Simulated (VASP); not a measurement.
# SnSe (Fm-3m) in VASP: a series of runs, part 2 of 2

VASP 6.6.1.

## 5. Single point, b88 exchange, pbe correlation

This run uses another cell than the first one, of 27.27 Å³/atom.

INCAR

```
SYSTEM = SnSe
PREC = Accurate ; ENCUT = 500
EDIFF = 1E-6 ; ISMEAR = -1
SIGMA = 0.05 ; LREAL = .False.
LASPH = .True. ; NELM = 120
ALGO = Normal ; ISIF = 2
LWAVE = .False. ; LCHARG = .True.
GGA = LIBXC ; LIBXC1 = GGA_X_B88
LIBXC2 = GGA_C_PBE ; LELF = .True.
LVHAR = .True. ; NBANDS = 17
GGA_COMPAT = .False.
```

KPOINTS

```
regular mesh
0
Gamma
  8 8 8
  0 0 0
```

POSCAR

```
SnSe
1.0
    0.0000000000      3.0100000000      3.0100000000
    3.0100000000      0.0000000000      3.0100000000
    3.0100000000      3.0100000000      0.0000000000
Sn Se
1 1
Direct
    0.0000000000      0.0000000000      0.0000000000
    0.5000000000      0.5000000000      0.5000000000
```

Potentials or basis: VASP PAW PBE potentials, release 64 (Sn_d, Se).

On the command line:

```sh
cat potpaw_PBE.64/Sn_d/POTCAR potpaw_PBE.64/Se/POTCAR > POTCAR
mpirun -np 1 vasp_std > vasp.out
```

OUTCAR:

```text
SYSTEM = SnSe
   PREC = Accurate
   ENCUT = 500
   EDIFF = 1E-6
   ISMEAR = -1
   LREAL = .False.
   LASPH = .True.
   NELM = 120
   ISIF = 2
   GGA = LIBXC

 ion  position               nearest neighbor table
   1  0.000  0.000  0.000-   2 3.01   2 3.01   2 3.01   2 3.01   2 3.01   2 3.01
   2  0.500  0.500  0.500-   1 3.01   1 3.01   1 3.01   1 3.01   1 3.01   1 3.01

  LATTYP: Found a face centered cubic cell.
 ALAT       =     6.0200000000

  Lattice vectors:

 A1 = (   0.0000000000,   3.0100000000,   3.0100000000)
 A2 = (   3.0100000000,   0.0000000000,   3.0100000000)
 A3 = (   3.0100000000,   3.0100000000,   0.0000000000)

Analysis of symmetry for initial positions (statically):
=====================================================================
 Subroutine PRICEL returns:
 Original cell was already a primitive cell.

 Routine SETGRP: Setting up the symmetry group for a
 face centered cubic supercell.

 Subroutine GETGRP returns: Found 48 space group operations
 (whereof 48 operations were pure point group operations)
 out of a pool of 48 trial point group operations.

The static configuration has the point symmetry O_h .

Analysis of symmetry for dynamics (positions and initial velocities):
=====================================================================
 Subroutine PRICEL returns:
 Original cell was already a primitive cell.

 Routine SETGRP: Setting up the symmetry group for a
 face centered cubic supercell.

 Subroutine GETGRP returns: Found 48 space group operations
 (whereof 48 operations were pure point group operations)
 out of a pool of 48 trial point group operations.

The dynamic configuration has the point symmetry O_h .

 Subroutine INISYM returns: Found 48 space group operations
 (whereof 48 operations are pure point group operations),
 and found     1 'primitive' translations

----------------------------------------------------------------------------------------

                                     Primitive cell

  volume of cell :      54.5418

  direct lattice vectors                    reciprocal lattice vectors
     0.000000000  3.010000000  3.010000000    -0.166112957  0.166112957  0.166112957
     3.010000000  0.000000000  3.010000000     0.166112957 -0.166112957  0.166112957
     3.010000000  3.010000000  0.000000000     0.166112957  0.166112957 -0.166112957

  length of vectors
     4.256782823  4.256782823  4.256782823     0.287716081  0.287716081  0.287716081

  position of ions in fractional coordinates (direct lattice)
     0.000000000  0.000000000  0.000000000
     0.500000000  0.500000000  0.500000000

  ion indices of the primitive-cell ions
   primitive index   ion index
                 1           1
                 2           2

----------------------------------------------------------------------------------------

 KPOINTS: regular mesh

Automatic generation of k-mesh.
 Grid dimensions read from file:
 generate k-points for:    8    8    8

 Generating k-lattice:

  Cartesian coordinates                     Fractional coordinates (reciprocal lattice)
    -0.020764120  0.020764120  0.020764120     0.125000000  0.000000000  0.000000000
     0.020764120 -0.020764120  0.020764120     0.000000000  0.125000000  0.000000000
     0.020764120  0.020764120 -0.020764120     0.000000000  0.000000000  0.125000000

  Length of vectors
     0.035964510  0.035964510  0.035964510

  Shift w.r.t. Gamma in fractional coordinates (k-lattice)
     0.000000000  0.000000000  0.000000000

 Subroutine IBZKPT returns following result:
 ===========================================

 Found     29 irreducible k-points:

 Following reciprocal coordinates:
            Coordinates               Weight
  0.000000  0.000000  0.000000      1.000000
  0.125000  0.000000  0.000000      8.000000
  0.250000  0.000000  0.000000      8.000000
  0.375000  0.000000  0.000000      8.000000
  0.500000  0.000000  0.000000      4.000000
  0.125000  0.125000  0.000000      6.000000
[... 16 lines left out ...]
  0.500000  0.250000  0.125000     48.000000
 -0.375000  0.250000  0.125000     24.000000
 [... further k-points ...]
   k-points           NKPTS =     29   k-points in BZ     NKDIM =     29   number of bands    NBANDS=     17
   number of dos      NEDOS =    301   number of ions     NIONS =      2
   total plane-waves  NPLWV =  32768
   dimension x,y,z NGX =    32 NGY =   32 NGZ =   32
   dimension x,y,z NGXF=    64 NGYF=   64 NGZF=   64
   ions per type =               1   1
   NGX,Y,Z   is equivalent  to a cutoff of  12.50, 12.50, 12.50 a.u.
   NGXF,Y,Z  is equivalent  to a cutoff of  24.99, 24.99, 24.99 a.u.
 SYSTEM =  SnSe
   PREC   = accura    normal or accurate (medium, high low for compatibility)
   ISTART =      0    job   : 0-new  1-cont  2-samecut
   ICHARG =      2    charge: 1-file 2-atom 10-const
   ISPIN  =      1    spin polarized calculation?
   LNONCOLLINEAR =      F non collinear calculations
   LSORBIT =      F    spin-orbit coupling
   LASPH  =      T    aspherical Exc in radial PAW
   ENCUT  =  500.0 eV  36.75 Ry    6.06 a.u.   7.76  7.76  7.76*2*pi/ulx,y,z
   NELM   =    120;   NELMIN=  2; NELMDL= -5     # of ELM steps
   EDIFF  = 0.1E-05   stopping-criterion for ELM
   LREAL  =      F    real-space projection
   EDIFFG = 0.1E-04   stopping-criterion for IOM
   NSW    =      0    number of steps for IOM
   IBRION =     -1    ionic relax: 0-MD 1-quasi-New 2-CG
   NFREE  =      0    steps in history (QN), initial steepest desc. (CG)
   ISIF   =      2    stress and relaxation
   ISYM   =      2    0-nonsym 1-usesym 2-fastsym
   POTIM  = 0.5000    time-step for ionic-motion
   TEBEG  =    0.0;   TEEND  =   0.0 temperature during run
   PSTRESS=    0.0 pullay stress
   NELECT =      20.0000    total number of electrons
   NUPDOWN=      -1.0000    fix difference up-down
   EMIN   =  10.00;   EMAX   =-10.00  energy-range for DOS
   EFERMI =   0.00;   METHOD = LEGACY
   ISMEAR =    -1;   SIGMA  =   0.05  broadening in eV -4-tet -1-fermi 0-gaus
   EFERMI_NEDOS =   21; number of points for ismear=-14 and -15
   IALGO  =     38    algorithm
   IMIX   =      4    mixing-type and parameters
     AMIX     =   0.40;   BMIX     =  1.00
     AMIX_MAG =   1.60;   BMIX_MAG =  1.00
  volume/ion in A,a.u.               =      27.27       184.03
  Fermi-wavevector in a.u.,A,eV,Ry     =   1.171768  2.214321 18.681350  1.373040
  Thomas-Fermi vector in A             =   2.308207
   LORBIT       =      0    0 simple, 1 ext, 2 COOP (PROOUT), +10 PAW based schemes
   GGA     = LIBXC    functional components
   LHFCALC =     F    Hartree Fock is set to
   AEXX    =    0.0000 exact exchange contribution
   IVDW    =     0    specifies the selected vdW correction
   LEPSILON=     F    determine dielectric tensor
   LRPA    =     F    only Hartree local field effects (RPA)
 non-spin polarized calculation
  energy-cutoff  :      500.00
  volume of cell :       54.54
 maximum number of plane-waves:      1411
   NGX = 15   NGY = 15   NGZ = 15

 number of electron      20.0000005 magnetization

 Free energy of the ion-electron system (eV)
  ---------------------------------------------------
  ext. energy  EPLUGINS =         0.00000000
  ---------------------------------------------------
  free energy    TOTEN  =        -7.97076447 eV

  energy without entropy =       -7.97071218  energy(sigma->0) =       -7.97073832

 E-fermi :   5.8016     XC(G=0):  -9.6343

 val. band max:        5.5290958269   @ k =   0.5000   0.0000   0.0000
 cond. band min:       6.0982974498   @ k =   0.5000   0.0000   0.0000
 fundamental gap:      0.5692016230
 Fermi energy:         5.8016180688

 k-point     1 :       0.0000    0.0000    0.0000
  band No.  band energies     occupation
      1     -16.0847      2.00000
      2     -16.0847      2.00000
      3     -16.0847      2.00000
      4     -16.0831      2.00000
      5     -16.0831      2.00000
      6      -8.3388      2.00000
[... 9 lines left out ...]
     16      11.4155      0.00000
     17      13.7057      0.00000
[... 441 lines left out ...]
 k-point    24 :      -0.3750    0.2500    0.1250
  band No.  band energies     occupation
      1     -16.0964      2.00000
      2     -16.0865      2.00000
      3     -16.0795      2.00000
      4     -16.0758      2.00000
      5     -16.0707      2.00000
      6      -7.2644      2.00000
[... 9 lines left out ...]
     16      16.3397      0.00000
     17      16.4216      0.00000

 [... further k-points ...]

------------------------ aborting loop because EDIFF is reached ----------------------------------------

  FORCE on cell =-STRESS in cart. coord.  units (eV):
  Direction    XX          YY          ZZ          XY          YZ          ZX
  --------------------------------------------------------------------------------------
  -------------------------------------------------------------------------------------
  Total        0.2486835      0.2486835      0.2486835      0.0000000      0.0000000      0.0000000
  in kB        7.3051333      7.3051333      7.3051333      0.0000000      0.0000000      0.0000000
  external PRESSURE =       7.3051333 kB  Pullay stress =       0.0000000 kB

 VOLUME and BASIS-vectors are now :
 -----------------------------------------------------------------------------
  energy-cutoff  :      500.00
  volume of cell :       54.54
      direct lattice vectors                 reciprocal lattice vectors
     0.000000000  3.010000000  3.010000000    -0.166112957  0.166112957  0.166112957
     3.010000000  0.000000000  3.010000000     0.166112957 -0.166112957  0.166112957
     3.010000000  3.010000000  0.000000000     0.166112957  0.166112957 -0.166112957

 POSITION                                       TOTAL-FORCE (eV/Angst)
 -----------------------------------------------------------------------------------
      0.00000      0.00000      0.00000         0.000000      0.000000      0.000000
      3.01000      3.01000      3.01000        -0.000000      0.000000     -0.000000
 -----------------------------------------------------------------------------------
    total drift:                                0.000000     -0.000000     -0.000000

  FREE ENERGIE OF THE ION-ELECTRON SYSTEM (eV)
  ---------------------------------------------------
  free  energy   TOTEN  =        -7.9707644655 eV

  energy  without entropy=       -7.9707121760  energy(sigma->0) =       -7.97073832
```

Run time: 18 s. Hardware: 1 thread of Intel Xeon Platinum 8559C (Emerald Rapids), shared host; peak memory 0.18 GiB.

What came out:

* Free energy: -7.9708 eV
* Pressure: 0.7 GPa
* Band gap on the k mesh: 0.57 eV

Caveat: the PAW data sets were made with another functional, which shifts forces and pressure a little; spin-orbit coupling is left out, which moves the levels of the heavy elements.

## 6. Single point, b88 exchange, pbe correlation

This run uses another cell than the first one, of 27.82 Å³/atom.

INCAR

```
SYSTEM = SnSe
ALGO     = Normal         ! electronic algorithm
EDIFF    = 1E-6           ! SCF threshold, eV
ENCUT    = 500            ! plane-wave cutoff, eV
GGA      = LIBXC          ! functional
GGA_COMPAT= .False.      
ISIF     = 2              ! what is computed and relaxed
ISMEAR   = -1             ! smearing method
LASPH    = .True.         ! aspherical terms in the spheres
LCHARG   = .True.         ! write CHGCAR
LELF     = .True.         ! ELF
LIBXC1   = GGA_X_B88    
LIBXC2   = GGA_C_PBE    
LREAL    = .False.        ! projectors in reciprocal space
LVHAR    = .True.       
LWAVE    = .False.        ! write WAVECAR
NBANDS   = 17             ! bands
NELM     = 120            ! most SCF steps
PREC     = Accurate       ! precision mode
SIGMA    = 0.05           ! smearing width, eV
```

KPOINTS

```
k-points
0
Gamma
  8 8 8
  0 0 0
```

POSCAR

```
SnSe
1.0
    0.0000000000      3.0299343558      3.0299343558
    3.0299343558      0.0000000000      3.0299343558
    3.0299343558      3.0299343558      0.0000000000
Sn Se
1 1
Direct
    0.0000000000      0.0000000000      0.0000000000
    0.5000000000      0.5000000000      0.5000000000
```

Potentials or basis: VASP PAW PBE potentials, release 64 (Sn_d, Se).

On the command line:

```sh
cat potpaw_PBE.64/Sn_d/POTCAR potpaw_PBE.64/Se/POTCAR > POTCAR
mpirun -np 1 vasp_std > vasp.out
```

Run time: 20 s. Hardware: 1 thread of Intel Xeon Platinum 8559C (Emerald Rapids), shared host; peak memory 0.17 GiB.

Results (log left out):

```
Free energy            : -7.9726 eV
Pressure               : -0.3 GPa
Band gap on the k mesh : 0.48 eV
```

Levels at points of the mesh, in eV from the valence-band top:
| k point | band 6 | band 7 | band 8 | band 9 | band 10 | band 11 | band 12 | band 13 | band 14 | band 15 |
| --- | --- | --- | --- | --- | --- | --- | --- | --- | --- | --- |
| (0.00, 0.00, 0.00) | -13.75 | -5.16 | -2.14 | -2.14 | -2.14 | 4.22 | 4.22 | 4.22 | 5.90 | 5.90 |
| (0.50, 0.00, 0.00) | -12.86 | -7.96 | -1.90 | -1.90 | 0.00 | 0.48 | 1.25 | 1.25 | 8.20 | 10.03 |
| (0.50, 0.50, 0.00) | -12.61 | -6.03 | -5.33 | -3.55 | -3.55 | 3.10 | 5.22 | 5.22 | 5.82 | 10.39 |

Caveat: the PAW data sets were made with another functional, which shifts forces and pressure a little; spin-orbit coupling is left out, which moves the levels of the heavy elements. A k mesh can miss the band edges.

## 7. Summary

```tsv
cell	gap on the mesh (eV)	pressure (GPa)
a = 4.170 Å, angles 60.0°, 2 atoms	0.75	4.5
a = 4.199 Å, angles 60.0°, 2 atoms	0.72	3.1
a = 4.228 Å, angles 60.0°, 2 atoms	0.66	1.8
a = 4.257 Å, angles 60.0°, 2 atoms	0.57	0.7
a = 4.285 Å, angles 60.0°, 2 atoms	0.48	-0.3
```

Alike in all rows: task single point; level b88 exchange, pbe correlation; potentials or basis VASP PAW PBE potentials, release 64 (Sn_d, Se); no spin polarisation; k mesh 8 × 8 × 8; cutoff (eV) 500; smearing fermi-dirac 0.05 eV.

Caveats: the PAW data sets were made with another functional, which shifts forces and pressure a little; spin-orbit coupling is left out, which moves the levels of the heavy elements; the cell stands under pressure (at least some runs).

Absolute energies hang on the potentials; compare differences alone.
